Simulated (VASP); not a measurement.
P: relaxation of cell and atoms with PBE

Crystal: P.

```
P
1.0
     2.45318    0.00000    0.00000
     0.00000    2.45318    0.00000
     0.00000    0.00000    4.87902
P
2
Cartesian
  0.0000 0.0000 3.6135
  0.0000 0.0000 1.2655
```

```yaml
Program: VASP 6.6.1
Task: relaxation of cell and atoms
Functional: PBE
Potentials_or_basis: VASP PAW PBE potentials, release 64 (P)
Cutoff: 500 eV
k_mesh: 22 × 22 × 12
Occupations: gaussian, width 0.1 eV
Spin: no spin polarisation
Dipole_correction: no
Further_INCAR_settings: ALGO = Normal; EDIFF = 1e-07; IBRION = 2; EDIFFG = -0.01; NSW = 100; ISIF = 3
```

```json
{"Relaxed volume": "14.58 Å³/atom", "Relaxed cell": "a = 2.445 Å, b = 2.445 Å, c = 4.878 Å, α = 90.00°, β = 90.00°, γ = 90.00°", "Space group after relaxing (to 0.1 Å)": "Pm-3m (No. 221)", "Energy gained by relaxing": "3.1 meV/atom", "Ionic steps": "8", "Pressure after relaxing": "-0.1 GPa", "Largest force after relaxing": "0.005 eV/Å", "Band gap on the k mesh": "zero (bands 5 and 6 overlap by 10.12 eV)"}
```

Forces in eV/Å, atoms in the order of the input:
```
P    0.000  0.000  0.005
P    0.000  0.000 -0.005
```

The path:
| step | energy change (eV) | largest force (eV/Å) | pressure (GPa) | volume (Å³) |
| --- | --- | --- | --- | --- |
| 1 | 0.0000 | 0.1371 | 0.06 | 29.36 |
| 2 | -0.0020 | 0.0912 | -0.33 | 29.39 |
| 3 | -0.0024 | 0.0698 | -0.55 | 29.40 |
| 4 | -0.0040 | 0.0685 | 0.10 | 29.18 |
| 5 | -0.0045 | 0.0561 | 0.75 | 28.98 |
| 6 | -0.0055 | 0.0329 | 0.57 | 29.01 |
| 7 | -0.0061 | 0.0049 | 0.39 | 29.05 |
| 8 | -0.0062 | 0.0053 | -0.05 | 29.17 |

Final structure:
```
P
1.0
     2.44530    0.00000    0.00000
     0.00000    2.44530    0.00000
     0.00000    0.00000    4.87754
P
2
Direct
  0.00000 0.00000 0.74950
  0.00000 0.00000 0.25050
```

Levels at points of the mesh, in eV from the Fermi level:
| k point | band 3 | band 4 | band 5 | band 6 | band 7 | band 8 |
| --- | --- | --- | --- | --- | --- | --- |
| (0.00, 0.00, 0.00) | -8.64 | 4.99 | 4.99 | 5.10 | 6.80 | 6.83 |
| (0.50, 0.00, 0.00) | -7.46 | -5.27 | -5.22 | 1.02 | 7.79 | 7.90 |
| (0.50, 0.50, 0.00) | -5.26 | -2.21 | -2.15 | -2.15 | -1.66 | 1.02 |
| (0.00, 0.00, 0.50) | -3.05 | -3.01 | 6.05 | 6.05 | 6.08 | 6.08 |
| (0.50, 0.00, 0.50) | -7.40 | -7.37 | 0.46 | 0.51 | 6.07 | 6.10 |
| (0.50, 0.50, 0.50) | -4.10 | -4.10 | -4.07 | -4.07 | 2.35 | 2.37 |

Run time: 11 min on 1 thread of Intel Xeon 8259CL, on a shared host, peak memory 0.24 GiB.
